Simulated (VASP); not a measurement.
Wanted: the native input for a VASP 6.6.1 run.

```
Task                   : single point
Functional             : LDA
Potentials or basis    : VASP PAW LDA potentials, release 64 (K_sv, Mn_pv, F)
Cutoff                 : 520 eV
k mesh                 : 7 × 7 × 7
Occupations            : fermi-dirac, width 0.1 eV
Spin                   : collinear spin, ferromagnetic start
Starting moments       : [0.0, 4.0, 0.0, 0.0, 0.0] μB
Dipole correction      : no
Further INCAR settings : ALGO = Normal; EDIFF = 1e-06; NBANDS = 34
```

The structure of KMnF3 lies in POSCAR:

```
KMnF3
1.0
    4.1893000000      0.0000000000      0.0000000000
    0.0000000000      4.1893000000      0.0000000000
    0.0000000000      0.0000000000      4.1893000000
K Mn F
1 1 3
Direct
    0.5000000000      0.5000000000      0.5000000000
    0.0000000000      0.0000000000      0.0000000000
    0.5000000000      0.0000000000      0.0000000000
    0.0000000000      0.5000000000      0.0000000000
    0.0000000000      0.0000000000      0.5000000000
```

These files were run (other wordings do the same):

INCAR

```
ALGO     = Normal         # electronic algorithm
EDIFF    = 1E-6           # SCF threshold, eV
ENCUT    = 520            # plane-wave cutoff, eV
ISIF     = 2              # what is computed and relaxed
ISMEAR   = -1             # smearing method
ISPIN    = 2              # spin polarisation
LASPH    = T              # aspherical terms in the spheres
LCHARG   = F              # write CHGCAR
LMAXMIX  = 4              # l up to which the mixer works
LORBIT   = 11             # projections on sites
LREAL    = F              # projectors in reciprocal space
LWAVE    = F              # write WAVECAR
MAGMOM   = 0 4 0 0 0      # initial moments
NBANDS   = 34             # bands
NELM     = 150            # most SCF steps
PREC     = Accurate       # precision mode
SIGMA    = 0.1            # smearing width, eV
```

KPOINTS

```
k-points
0
Gamma
  7 7 7
```

Potentials or basis: VASP PAW LDA potentials, release 64 (K_sv, Mn_pv, F).

The run is started by

```console
$ cat potpaw_LDA.64/K_sv/POTCAR potpaw_LDA.64/Mn_pv/POTCAR potpaw_LDA.64/F/POTCAR > POTCAR
$ mpirun -np 1 vasp_std > vasp.out
```

Results of the run:

```json
{
 "Pressure": "-4.6 GPa",
 "Band gap on the k mesh": "0.99 eV (least direct gap 1.59 eV)",
 "Net moment": "5.00 μB per cell",
 "Site moments": "K +0.00; Mn +4.53; F +0.07 μB",
 "Valence electrons inside the program's atomic spheres": "K 7.53; Mn 11.33; F 6.06"
}
```

Caveat: the cell stands under tension; an odd mesh through Γ misses points on the zone boundary, where band edges can lie; a cell with one magnetic atom can't hold antiferromagnetic order, which such compounds often take.

Run time: 54 s on 1 thread of AMD EPYC 7R13 Processor (Zen 3) (shared host), peak memory 0.18 GiB.
